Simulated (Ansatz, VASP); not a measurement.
# Two plane-wave programs on HfTe2W2

```
Hf Te W
1.0
     4.12772    0.00000    0.00000
     0.00000    4.12772    0.00000
     0.00000    0.00000    8.39463
Hf Te W
1 2 2
Cartesian
  2.0639 2.0639 5.3017
  2.0639 0.0000 4.3155
  0.0000 2.0639 4.3155
  2.0639 0.0000 0.8471
  0.0000 2.0639 0.8471
```

Alike in both runs: task single point; functional PBE; k mesh 4 × 4 × 2; occupations gaussian, width 0.1 eV; no spin polarisation.

|  | VASP | Ansatz |
| --- | --- | --- |
| version | VASP 6.6.1 | Ansatz 0.2.0 |
| potentials or method | VASP PAW PBE potentials, release 64 (Hf_pv, Te, W_sv), cutoff 520 eV | scalar-relativistic, plane waves, PAW |
| valence electrons in the cell | 50 | 86 |

Ansatz gave:

| Property | Result |
| --- | --- |
| gap on the k mesh at the Fermi level (eV) | none |
| pressure (GPa) | 23.1 |
| traceless stress, the component that is largest in VASP (GPa) | -17.04 |
| rms of the force components (eV/Å) | 5.122 |

**Question.** What did VASP give for the same quantities?

**Answer.** gap on the k mesh at the Fermi level (eV): none; pressure (GPa): 23.2; traceless stress, the component that is largest in VASP (GPa): -17.10; rms of the force components (eV/Å): 5.120.

Atom by atom the forces differ by 0.002 eV/Å (rms over components). A gap of «none» marks a metal or a gap that the smearing closes. VASP's potentials hold 50 valence electrons a cell and Ansatz's 86, so a difference there can come from the potentials and not from the codes.

The k mesh is coarse, so the values compare programs but aren't converged. Neither program's run includes spin-orbit coupling.
